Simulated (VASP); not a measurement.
Set up this calculation in VASP 6.6.1, as the native input.

```
Task                   : single point
Functional             : PBEsol
Potentials or basis    : VASP PAW PBE potentials, release 64 (Zr_sv, C, H)
Cutoff                 : 520 eV
k mesh                 : 9 × 9 × 1
Occupations            : gaussian, width 0.1 eV
Spin                   : no spin polarisation
Dipole correction      : yes
Further INCAR settings : ALGO = Normal; EDIFF = 1e-07; NBANDS = 42
```

The structure of Zr4HC4 lies in POSCAR:

```
Zr4HC4
1.0
    3.3015289951      0.0000000000      0.0000000000
    0.0000000000      3.3015289951      0.0000000000
    0.0000000000      0.0000000000     26.0036006222
Zr C H
4 4 1
Direct
    0.0000000000      0.0000000000      0.3268778091
    0.5000000000      0.5000000000      0.4166551279
    0.0000000000      0.0000000000      0.5044267779
    0.5000000000      0.5000000000      0.5895841641
    0.5000000000      0.5000000000      0.3268778091
    0.0000000000      0.0000000000      0.4166551279
    0.5000000000      0.5000000000      0.5073721460
    0.0000000000      0.0000000000      0.5974752432
    0.0000000000      0.0000000000      0.6412148820
```

These files were run (other wordings do the same):

INCAR

```
SYSTEM = Zr4HC4
PREC = Accurate
ENCUT = 520
EDIFF = 1E-7
ISMEAR = 0
SIGMA = 0.1
LREAL = .False.
LASPH = .True.
NELM = 100
ALGO = Normal
ISIF = 2
LWAVE = .False.
LCHARG = .False.
LDIPOL = .True.
IDIPOL = 3
DIPOL = 0.5 0.5 0.481
GGA = PS
NBANDS = 42
```

KPOINTS

```
regular mesh
0
Gamma
  9 9 1
  0 0 0
```

Potentials or basis: VASP PAW PBE potentials, release 64 (Zr_sv, C, H).

Launch:

```sh
$ cat potpaw_PBE.64/Zr_sv/POTCAR potpaw_PBE.64/C/POTCAR potpaw_PBE.64/H/POTCAR > POTCAR
$ mpirun -np 1 vasp_std > vasp.out
```

Results of the run:

| Property | Result |
| --- | --- |
| Largest force | 1.393 eV/Å |

Caveat: the PAW data sets were made with another functional, which shifts forces and pressure a little.

Wall time 10 min on 1 thread of Intel(R) Xeon(R) Platinum 8259CL CPU @ 2.50GHz (Skylake/Cascade Lake), with other jobs on the host, peak memory 0.48 GiB.
